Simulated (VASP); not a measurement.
# Ni2PtS2 (P1) in VASP: single point with r2SCAN

Aim: the single point of Ni2PtS2 with r2SCAN.

All numbers are computed with VASP 6.6.1; they aren't measurements. Logs are shortened: lines on timing, memory, paths and dates and some standing lists are left out, and cuts for length are marked.

## 1. The cell of the first run

The typed cell holds 5 atoms: a = 3.610 Å, b = 3.603 Å, c = 6.524 Å, α = 72.37°, β = 74.38°, γ = 87.81°.

## 2. Single point, r2SCAN, collinear spin, zero start

POSCAR reads:

```
Ni2PtS2
1.0
    0.0691540000      3.6090490000      0.0354410000
    3.6018110000      0.0691540000     -0.0318240000
    1.8890680000      1.7794260000     -5.9858470000
Ni S Pt
2 2 1
Direct
    0.7740370000      0.2500840000      0.4924160000
    0.2552670000      0.7441920000      0.5027520000
    0.3495940000      0.3699940000      0.2797170000
    0.6262510000      0.6401210000      0.7228400000
    0.0145710000      0.9896050000      0.9960060000
```

INCAR.step1 reads:

```
SYSTEM = Ni2PtS2
ALGO = Normal ; EDIFF = 1E-4
ENCUT = 520 ; GGA = PE
ISMEAR = 1 ; ISPIN = 2
LASPH = .TRUE. ; LCHARG = .FALSE.
LMAXMIX = 4 ; LREAL = .FALSE.
LWAVE = .TRUE. ; MAGMOM = 0 0 0 0 0
NBANDS = 33 ; NELM = 150
PREC = Accurate ; SIGMA = 0.2847
```

INCAR.step2 reads:

```
SYSTEM = Ni2PtS2
ALGO = Normal ; EDIFF = 1E-6
ENCUT = 520 ; ISIF = 2
ISMEAR = 1 ; ISPIN = 2
ISTART = 1 ; LASPH = .TRUE.
LCHARG = .FALSE. ; LMAXMIX = 4
LMIXTAU = .TRUE. ; LORBIT = 11
LREAL = .FALSE. ; LWAVE = .FALSE.
MAGMOM = 0 0 0 0 0 ; METAGGA = R2SCAN
NBANDS = 33 ; NELM = 150
PREC = Accurate ; SIGMA = 0.2847
```

KPOINTS reads:

```
Automatic mesh
0
Gamma
  5 5 3
  0 0.5 0.5
```

Potentials or basis: VASP PAW PBE potentials, release 64 (Ni, S, Pt).

Run with:

```console
$ cat potpaw_PBE.64/Ni/POTCAR potpaw_PBE.64/S/POTCAR potpaw_PBE.64/Pt/POTCAR > POTCAR
$ cp INCAR.step1 INCAR
$ mpirun -np 1 vasp_std > vasp.out
$ cp INCAR.step2 INCAR
$ mpirun -np 1 vasp_std > vasp.out
```

OUTCAR:

```text
SYSTEM = Ni2PtS2
   EDIFF = 1E-6
   ENCUT = 520
   ISIF = 2
   ISMEAR = 1
   ISPIN = 2
   ISTART = 1
   LASPH = .TRUE.
   LORBIT = 11
   LREAL = .FALSE.
   METAGGA = R2SCAN
   NELM = 150
   PREC = Accurate

 ion  position               nearest neighbor table
   1  0.774  0.250  0.492-   3 2.14   4 2.24   3 2.28   4 2.30   2 2.47   2 2.54   2 2.56   2 2.64

   2  0.255  0.744  0.503-   4 2.16   3 2.22   3 2.26   4 2.31   1 2.47   1 2.54   1 2.56   1 2.64

   3  0.350  0.370  0.280-   1 2.14   2 2.22   2 2.26   1 2.28   5 2.89   5 3.10   5 3.11
   4  0.626  0.640  0.723-   2 2.16   1 2.24   1 2.30   2 2.31   5 2.94   5 3.03   5 3.05   5 3.09

   5  0.015  0.990  0.996-   3 2.89   4 2.94   4 3.03   4 3.05   4 3.09   3 3.10   3 3.11

  LATTYP: Found a triclinic cell.
 ALAT       =     3.6026153725
 B/A-ratio  =     1.4424660339
 C/A-ratio  =     1.7840374370
 COS(alpha) =     0.0005457411
 COS(beta)  =     0.2531328625
 COS(gamma) =     0.7198326107

  Lattice vectors:

 A1 = (   3.6018110000,   0.0691540000,  -0.0318240000)
 A2 = (   3.6709650000,   3.6782030000,   0.0036170000)
 A3 = (   1.7127430000,  -1.7102720000,   5.9540230000)

Analysis of symmetry for initial positions (statically):
=====================================================================
 Subroutine PRICEL returns:
 Original cell was already a primitive cell.

 Routine SETGRP: Setting up the symmetry group for a
 triclinic supercell.

 Subroutine GETGRP returns: Found  1 space group operations
 (whereof  1 operations were pure point group operations)
 out of a pool of  2 trial point group operations.

The static configuration has the point symmetry C_1 .

Analysis of symmetry for dynamics (positions and initial velocities):
=====================================================================
 Subroutine PRICEL returns:
 Original cell was already a primitive cell.

 Routine SETGRP: Setting up the symmetry group for a
 triclinic supercell.

 Subroutine GETGRP returns: Found  1 space group operations
 (whereof  1 operations were pure point group operations)
 out of a pool of  2 trial point group operations.

The dynamic configuration has the point symmetry C_1 .

Analysis of structural, dynamic, and magnetic symmetry:
=====================================================================
 Subroutine PRICEL returns:
 Original cell was already a primitive cell.

 Routine SETGRP: Setting up the symmetry group for a
 triclinic supercell.

 Subroutine GETGRP returns: Found  1 space group operations
 (whereof  1 operations were pure point group operations)
 out of a pool of  2 trial point group operations.

The overall configuration has the point symmetry C_1 .

 Subroutine INISYM returns: Found  1 space group operations
 (whereof  1 operations are pure point group operations),
 and found     1 'primitive' translations

----------------------------------------------------------------------------------------

                                     Primitive cell

  volume of cell :      77.7915

  direct lattice vectors                    reciprocal lattice vectors
     0.069154000  3.609049000  0.035441000    -0.004593261  0.276376745  0.080709544
     3.601811000  0.069154000 -0.031824000     0.278517182 -0.006181851  0.086059291
     1.889068000  1.779426000 -5.985847000    -0.001507944  0.001669237 -0.167040408

  length of vectors
     3.609885459  3.602615373  6.524208696     0.287957000  0.291575441  0.167055554

  position of ions in fractional coordinates (direct lattice)
     0.774037000  0.250084000  0.492416000
     0.255267000  0.744192000  0.502752000
     0.349594000  0.369994000  0.279717000
     0.626251000  0.640121000  0.722840000
     0.014571000  0.989605000  0.996006000

  ion indices of the primitive-cell ions
   primitive index   ion index
                 1           1
                 2           2
                 3           3
                 4           4
                 5           5

----------------------------------------------------------------------------------------

 KPOINTS: Automatic mesh

Automatic generation of k-mesh.
 Grid dimensions read from file:
 generate k-points for:    5    5    3

 Generating k-lattice:

  Cartesian coordinates                     Fractional coordinates (reciprocal lattice)
    -0.000918652  0.055275349  0.016141909     0.200000000 -0.000000000 -0.000000000
     0.055703436 -0.001236370  0.017211858    -0.000000000  0.200000000 -0.000000000
    -0.000502648  0.000556412 -0.055680136     0.000000000 -0.000000000  0.333333333

  Length of vectors
     0.057591400  0.058315088  0.055685185

  Shift w.r.t. Gamma in fractional coordinates (k-lattice)
     0.000000000  0.500000000  0.500000000

 Subroutine IBZKPT returns following result:
 ===========================================

 Found     38 irreducible k-points:

 Following reciprocal coordinates:
            Coordinates               Weight
 -0.000000  0.100000  0.166667      2.000000
  0.200000  0.100000  0.166667      2.000000
  0.400000  0.100000  0.166667      2.000000
 -0.400000  0.100000  0.166667      2.000000
 -0.200000  0.100000  0.166667      2.000000
 -0.000000  0.300000  0.166667      2.000000
[... 16 lines left out ...]
  0.400000 -0.100000  0.166667      2.000000
 -0.400000 -0.100000  0.166667      2.000000
 [... further k-points ...]
   k-points           NKPTS =     38   k-points in BZ     NKDIM =     38   number of bands    NBANDS=     33
   number of dos      NEDOS =    301   number of ions     NIONS =      5
   total plane-waves  NPLWV =  39200
   dimension x,y,z NGX =    28 NGY =   28 NGZ =   50
   dimension x,y,z NGXF=    56 NGYF=   56 NGZF=  100
   ions per type =               2   2   1
   NGX,Y,Z   is equivalent  to a cutoff of  12.89, 12.92, 12.74 a.u.
   NGXF,Y,Z  is equivalent  to a cutoff of  25.79, 25.84, 25.48 a.u.
 SYSTEM =  Ni2PtS2
   PREC   = accura    normal or accurate (medium, high low for compatibility)
   ISTART =      1    job   : 0-new  1-cont  2-samecut
   ICHARG =      0    charge: 1-file 2-atom 10-const
   ISPIN  =      2    spin polarized calculation?
   LNONCOLLINEAR =      F non collinear calculations
   LSORBIT =      F    spin-orbit coupling
   LASPH  =      T    aspherical Exc in radial PAW
   ENCUT  =  520.0 eV  38.22 Ry    6.18 a.u.   6.71  6.70 12.13*2*pi/ulx,y,z
   NELM   =    150;   NELMIN=  2; NELMDL=  0     # of ELM steps
   EDIFF  = 0.1E-05   stopping-criterion for ELM
   LREAL  =      F    real-space projection
   EDIFFG = 0.1E-04   stopping-criterion for IOM
   NSW    =      0    number of steps for IOM
   IBRION =     -1    ionic relax: 0-MD 1-quasi-New 2-CG
   NFREE  =      0    steps in history (QN), initial steepest desc. (CG)
   ISIF   =      2    stress and relaxation
   ISYM   =      2    0-nonsym 1-usesym 2-fastsym
   POTIM  = 0.5000    time-step for ionic-motion
   TEBEG  =    0.0;   TEEND  =   0.0 temperature during run
   PSTRESS=    0.0 pullay stress
   NELECT =      42.0000    total number of electrons
   NUPDOWN=      -1.0000    fix difference up-down
   EMIN   =  10.00;   EMAX   =-10.00  energy-range for DOS
   EFERMI =   0.00;   METHOD = LEGACY
   ISMEAR =     1;   SIGMA  =   0.28  broadening in eV -4-tet -1-fermi 0-gaus
   EFERMI_NEDOS =   21; number of points for ismear=-14 and -15
   IALGO  =     38    algorithm
   IMIX   =      4    mixing-type and parameters
     AMIX     =   0.40;   BMIX     =  1.00
     AMIX_MAG =   1.60;   BMIX_MAG =  1.00
  volume/ion in A,a.u.               =      15.56       104.99
  Fermi-wavevector in a.u.,A,eV,Ry     =   1.333052  2.519103 24.177935  1.777028
  Thomas-Fermi vector in A             =   2.461940
   LORBIT       =     11    0 simple, 1 ext, 2 COOP (PROOUT), +10 PAW based schemes
   METAGGA = R2SCAN    functional components
   LHFCALC =     F    Hartree Fock is set to
   AEXX    =    0.0000 exact exchange contribution
   IVDW    =     0    specifies the selected vdW correction
   LEPSILON=     F    determine dielectric tensor
   LRPA    =     F    only Hartree local field effects (RPA)
 spin polarized calculation
 Methfessel and Paxton  Order N= 1 SIGMA  =   0.28
  energy-cutoff  :      520.00
  volume of cell :       77.79
 maximum number of plane-waves:      2107
   NGX = 13   NGY = 13   NGZ = 25

 number of electron      42.0000005 magnetization       0.0000008

 Free energy of the ion-electron system (eV)
  ---------------------------------------------------
  ext. energy  EPLUGINS =         0.00000000
  ---------------------------------------------------
  free energy    TOTEN  =       -90.09633920 eV

  energy without entropy =      -90.09106838  energy(sigma->0) =      -90.09458226

 E-fermi :   7.3048     XC(G=0): -12.1291

 val. band max:        7.3015133288   @ k =  -0.2000   0.3000   0.1667
 cond. band min:       7.3095715131   @ k =   0.2000   0.5000   0.5000
 fundamental gap:      0.0080581844
 Fermi energy:         7.3047876122

 spin component 1

 k-point     1 :      -0.0000    0.1000    0.1667
  band No.  band energies     occupation
      1      -8.4664      1.00000
      2      -7.2109      1.00000
      3       0.0013      1.00000
      4       1.7579      1.00000
      5       1.9463      1.00000
      6       2.0493      1.00000
[... 25 lines left out ...]
     32      17.0033      0.00000
     33      17.5959      0.00000

 k-point     2 :       0.2000    0.1000    0.1667
  band No.  band energies     occupation
      1      -8.2561      1.00000
      2      -7.1269      1.00000
      3       0.2899      1.00000
      4       1.3115      1.00000
      5       1.7780      1.00000
      6       2.1302      1.00000
[... 25 lines left out ...]
     32      17.1299      0.00000
     33      17.3704      0.00000
[... 754 lines left out ...]
     32      16.6186      0.00000
     33      19.4096      0.00000

 k-point    24 :      -0.4000   -0.1000    0.1667
  band No.  band energies     occupation
      1      -7.5772      1.00000
      2      -7.3210      1.00000
      3       0.1960      1.00000
      4       0.7368      1.00000
      5       1.8342      1.00000
      6       2.1877      1.00000
[... 25 lines left out ...]
     32      17.5274      0.00000
     33      18.2059      0.00000

 [... further k-points ...]

 spin component 2

 k-point     1 :      -0.0000    0.1000    0.1667
  band No.  band energies     occupation
      1      -8.4664      1.00000
      2      -7.2109      1.00000
      3       0.0013      1.00000
      4       1.7579      1.00000
      5       1.9463      1.00000
      6       2.0493      1.00000
[... 25 lines left out ...]
     32      17.0033      0.00000
     33      17.5959      0.00000

 k-point     2 :       0.2000    0.1000    0.1667
  band No.  band energies     occupation
      1      -8.2561      1.00000
      2      -7.1269      1.00000
      3       0.2899      1.00000
      4       1.3115      1.00000
      5       1.7780      1.00000
      6       2.1302      1.00000
[... 25 lines left out ...]
     32      17.1299      0.00000
     33      17.3704      0.00000
[... 754 lines left out ...]
     32      16.6186      0.00000
     33      19.4096      0.00000

 k-point    24 :      -0.4000   -0.1000    0.1667
  band No.  band energies     occupation
      1      -7.5772      1.00000
      2      -7.3210      1.00000
      3       0.1960      1.00000
      4       0.7368      1.00000
      5       1.8342      1.00000
      6       2.1877      1.00000
[... 25 lines left out ...]
     32      17.5274      0.00000
     33      18.2059      0.00000

 [... further k-points ...]
[... 5 lines left out ...]
  --------------------------------------------------------------------------------------
  -------------------------------------------------------------------------------------
  Total       -3.4002852     -2.3246903     -2.0503051      0.6639909      0.1686569     -0.3217360
  in kB      -70.0315236    -47.8788087    -42.2276316     13.6754098      3.4736202     -6.6264039
  external PRESSURE =     -53.3793213 kB  Pullay stress =       0.0000000 kB

 VOLUME and BASIS-vectors are now :
 -----------------------------------------------------------------------------
  energy-cutoff  :      520.00
  volume of cell :       77.79
      direct lattice vectors                 reciprocal lattice vectors
     0.069154000  3.609049000  0.035441000    -0.004593261  0.276376745  0.080709544
     3.601811000  0.069154000 -0.031824000     0.278517182 -0.006181851  0.086059291
     1.889068000  1.779426000 -5.985847000    -0.001507944  0.001669237 -0.167040408

 POSITION                                       TOTAL-FORCE (eV/Angst)
 -----------------------------------------------------------------------------------
      1.88449      3.68705     -2.92805         0.186214     -0.675041     -0.207340
      3.64782      1.86734     -3.02403         0.014137     -0.271727     -0.081661
      1.88523      1.78502     -1.67373         0.126710      0.222140      0.804322
      3.71440      3.59068     -4.32499        -0.073808      0.377714     -0.548026
      5.44690      1.89334     -5.99292        -0.253252      0.346914      0.032703
 -----------------------------------------------------------------------------------
    total drift:                                0.003793      0.003911      0.007492

  FREE ENERGIE OF THE ION-ELECTRON SYSTEM (eV)
  ---------------------------------------------------
  free  energy   TOTEN  =       -90.0963391960 eV

  energy  without entropy=      -90.0910683764  energy(sigma->0) =      -90.09458226

 total charge

# of ion       s       p       d       tot
------------------------------------------
    1        0.456   0.551   8.482   9.489
    2        0.457   0.552   8.481   9.490
    3        1.356   2.258   0.000   3.614
    4        1.360   2.242   0.000   3.601
    5        0.393   0.141   8.247   8.781
--------------------------------------------------
tot          4.022   5.744  25.211  34.976

 magnetization (x)

# of ion       s       p       d       tot
------------------------------------------
    1        0.000   0.000   0.000   0.000
    2        0.000   0.000   0.000   0.000
    3        0.000   0.000   0.000   0.000
    4        0.000   0.000   0.000   0.000
    5       -0.000   0.000   0.000   0.000
--------------------------------------------------
tot          0.000   0.000   0.000   0.000
```

Wall time 12 min (1 thread of Intel Xeon Platinum 8259CL at 2.50GHz (Skylake/Cascade Lake), shared host); peak memory 0.34 GiB.

What came out:

| Quantity | Value |
| --- | --- |
| Free energy | -90.0963 eV |
| Pressure | -5.3 GPa |
| Largest force | 0.844 eV/Å |
| Band gap on the k mesh | zero (filled and empty bands overlap) |
| Net moment | 0.00 μB per cell |
| Valence electrons inside the program's atomic spheres | Ni 9.49; S 3.61, 3.60; Pt 8.78 |

Forces in eV/Å, atoms in the order of the input:
```
Ni   0.186 -0.675 -0.207
Ni   0.014 -0.272 -0.082
S    0.127  0.222  0.804
S   -0.074  0.378 -0.548
Pt  -0.253  0.347  0.033
```

Stress tensor (GPa, compression positive):
```
-7.00  1.37 -0.66
 1.37 -4.79  0.35
-0.66  0.35 -4.22
```

Caveat: the k points lie up to 0.37 Å⁻¹ apart; the PAW data sets were made with another functional, which shifts forces and pressure a little; spin-orbit coupling is left out, which moves the levels of the heavy elements.
